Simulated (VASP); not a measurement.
Here is a VASP 6.6.1 calculation.

POSCAR

```
HgTe
1.0
    0.0000000000      3.4776682752      3.2891972715
    3.4776682752      0.0000000000      3.2891972715
    3.4776682752      3.4776682752      0.0000000000
Hg Te
1 1
Direct
    0.0000000000      0.0000000000      0.0000000000
    0.2500000000      0.2500000000      0.2500000000
```

The input INCAR.step1:

```
PREC = Accurate ; ENCUT = 520
EDIFF = 1E-5 ; ISMEAR = -1
SIGMA = 0.02 ; LREAL = False
LASPH = True ; NELM = 100
ALGO = Normal ; ISIF = 2
LWAVE = True ; LCHARG = False
NBANDS = 16 ; GGA = PE
```

Contents of INCAR.step2:

```
PREC = Accurate ; ENCUT = 520
EDIFF = 1E-7 ; ISMEAR = -1
SIGMA = 0.02 ; LREAL = False
LASPH = True ; NELM = 100
ALGO = Normal ; ISIF = 2
LWAVE = False ; LCHARG = False
GGA = PE ; LHFCALC = True
HFSCREEN = 0.2079 ; PRECFOCK = Normal
NBANDS = 16 ; ISTART = 1
```

The input KPOINTS:

```
regular mesh
0
Gamma
  4 4 4
```

Potentials or basis: VASP PAW PBE potentials, release 64 (Hg, Te).

Launch:

```console
$ cat potpaw_PBE.64/Hg/POTCAR potpaw_PBE.64/Te/POTCAR > POTCAR
$ cp INCAR.step1 INCAR
$ mpirun -np 1 vasp_std > vasp.out
$ cp INCAR.step2 INCAR
$ mpirun -np 1 vasp_std > vasp.out
```

(1) Predict the band gap on the k mesh.

(2) Predict the pressure.

## Answers

(1) 0.19 eV.

(2) -3.3 GPa.

Caveat: the cell differs from its parent crystal (biaxial xy strain +5.7%); the cell stands under tension; the PAW data sets were made with another functional, which shifts forces and pressure a little; spin-orbit coupling is left out, which moves the levels of the heavy elements.
